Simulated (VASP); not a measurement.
Wanted: the native input for a VASP 6.6.1 run.

| Item | Value |
| --- | --- |
| Task | single point |
| Functional | RPBE |
| Potentials or basis | VASP PAW PBE potentials, release 64 (Pt, C, O) |
| Cutoff | 520 eV |
| k mesh | 6 × 12 × 1 |
| Occupations | gaussian, width 0.1 eV |
| Spin | no spin polarisation |
| Dipole correction | yes |
| Further INCAR settings | ALGO = Normal; EDIFF = 1e-06; NBANDS = 56 |

The structure of Pt8CO lies in POSCAR:

```
Pt8CO
1.0
    5.6467621712      0.0000000000      0.0000000000
   -1.4116905428      2.4451197447      0.0000000000
    0.0000000000      0.0000000000     27.0658430092
Pt C O
8 1 1
Direct
    0.3333333333      0.3333333333      0.3140489656
    0.8333333333      0.3333333333      0.3140489656
    0.6666666667      0.6666666667      0.3992220379
    0.1666666667      0.6666666667      0.3992220379
    0.0121092930      0.0121092930      0.4834968314
    0.5102641157      0.0102641157      0.4860638284
    0.3630142616      0.3630142616      0.5764321641
    0.8565888274      0.3565888274      0.5707111311
    0.1588188195      0.6588188195      0.6244851812
    0.1507166354      0.6507166354      0.6681928522
```

One way to write it, as run:

INCAR

```
PREC     = Accurate       # precision mode
ENCUT    = 520            # plane-wave cutoff, eV
EDIFF    = 1E-6           # SCF threshold, eV
ISMEAR   = 0              # smearing method
SIGMA    = 0.1            # smearing width, eV
LREAL    = F              # projectors in reciprocal space
LASPH    = T              # aspherical terms in the spheres
NELM     = 80             # most SCF steps
ALGO     = Normal         # electronic algorithm
ISIF     = 2              # what is computed and relaxed
LWAVE    = F              # write WAVECAR
LCHARG   = F              # write CHGCAR
LDIPOL   = T            
IDIPOL   = 3            
DIPOL    = 0.5 0.5 0.484
GGA      = RP             # functional
NBANDS   = 56             # bands
```

KPOINTS

```
Automatic mesh
0
Gamma
  6 12 1
```

Potentials or basis: VASP PAW PBE potentials, release 64 (Pt, C, O).

Run with:

```bash
$ cat potpaw_PBE.64/Pt/POTCAR potpaw_PBE.64/C/POTCAR potpaw_PBE.64/O/POTCAR > POTCAR
$ mpirun -np 1 vasp_std > vasp.out
```

It gave:

```json
{"Largest force": "0.660 eV/Å", "Band gap on the k mesh": "zero (bands 45 and 46 overlap by 1.77 eV)"}
```

Caveat: the PAW data sets were made with another functional, which shifts forces and pressure a little; spin-orbit coupling is left out, which moves the levels of the heavy elements.

Run time: 67 min on 1 thread of Intel Xeon 8259CL (shared host), peak memory 0.78 GiB.
